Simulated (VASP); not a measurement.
Set up this calculation in VASP 6.6.1, as the native input.

```
Task                   : single point
Functional             : LDA
Potentials or basis    : VASP PAW LDA potentials, release 64 (Tl_d)
Cutoff                 : 520 eV
k mesh                 : 17 × 17 × 17
Occupations            : fermi-dirac, width 0.1 eV
Spin                   : no spin polarisation
Dipole correction      : no
Further INCAR settings : ALGO = Normal; EDIFF = 1e-06; NBANDS = 12
```

The structure of Tl lies in POSCAR:

```
Tl
1.0
    3.0842140762      0.0000000000      0.0000000000
    0.0000000000      3.0842140762      0.0000000000
    0.0000000000      0.0000000000      3.0842140762
Tl
1
Direct
    0.0000000000      0.0000000000      0.0000000000
```

These files were run (other wordings do the same):

INCAR

```
SYSTEM = Tl
PREC = Accurate ; ENCUT = 520
EDIFF = 1E-6 ; ISMEAR = -1
SIGMA = 0.1 ; LREAL = .FALSE.
LASPH = .TRUE. ; NELM = 100
ALGO = Normal ; ISIF = 2
LWAVE = .FALSE. ; LCHARG = .FALSE.
NBANDS = 12
```

KPOINTS

```
regular mesh
0
G
  17 17 17
  0 0 0
```

Potentials or basis: VASP PAW LDA potentials, release 64 (Tl_d).

Command:

```console
$ cat potpaw_LDA.64/Tl_d/POTCAR > POTCAR
$ mpirun -np 1 vasp_std > vasp.out
```

It gave:

The pressure is 0.2 GPa.

Run time: 13 s on 1 thread of Intel(R) Xeon(R) Platinum 8488C (Sapphire Rapids), on a shared host, peak memory 0.16 GiB.
